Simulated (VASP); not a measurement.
Input of a VASP 6.6.1 run:

The input POSCAR:

```
GaP
1.0
    0.0000000000      2.7253992957      2.7253992957
    2.7253992957      0.0000000000      2.7253992957
    2.7253992957      2.7253992957      0.0000000000
Ga P
1 1
Direct
    0.0000000000      0.0000000000      0.0000000000
    0.2500000000      0.2500000000      0.2500000000
```

Contents of INCAR.step1:

```
PREC = Accurate
ENCUT = 520
EDIFF = 1E-5
ISMEAR = 0
SIGMA = 0.01
LREAL = F
LASPH = T
NELM = 60
ALGO = Normal
ISIF = 2
LWAVE = T
LCHARG = F
NBANDS = 16
GGA = PE
```

File INCAR.step2:

```
PREC = Accurate
ENCUT = 520
EDIFF = 1E-6
ISMEAR = 0
SIGMA = 0.01
LREAL = F
LASPH = T
NELM = 60
ALGO = Normal
ISIF = 2
LWAVE = F
LCHARG = F
GGA = PE
LHFCALC = T
AEXX = 0.05
HFSCREEN = 0.1
PRECFOCK = Normal
NBANDS = 16
ISTART = 1
```

Contents of KPOINTS:

```
Automatic mesh
0
Gamma
  4 4 4
```

Potentials or basis: VASP PAW PBE potentials, release 64 (Ga_d, P).

The run is started by

```bash
$ cat potpaw_PBE.64/Ga_d/POTCAR potpaw_PBE.64/P/POTCAR > POTCAR
$ cp INCAR.step1 INCAR
$ mpirun -np 1 vasp_std > vasp.out
$ cp INCAR.step2 INCAR
$ mpirun -np 1 vasp_std > vasp.out
```

(1) What does it give for the pressure?

(2) Estimate the band gap on the k mesh.

## Answers

(1) 2.4 GPa.

(2) 1.83 eV, indirect (least direct gap 2.08 eV).

Caveat: the k points lie up to 0.50 Å⁻¹ apart; the PAW data sets were made with another functional, which shifts forces and pressure a little.
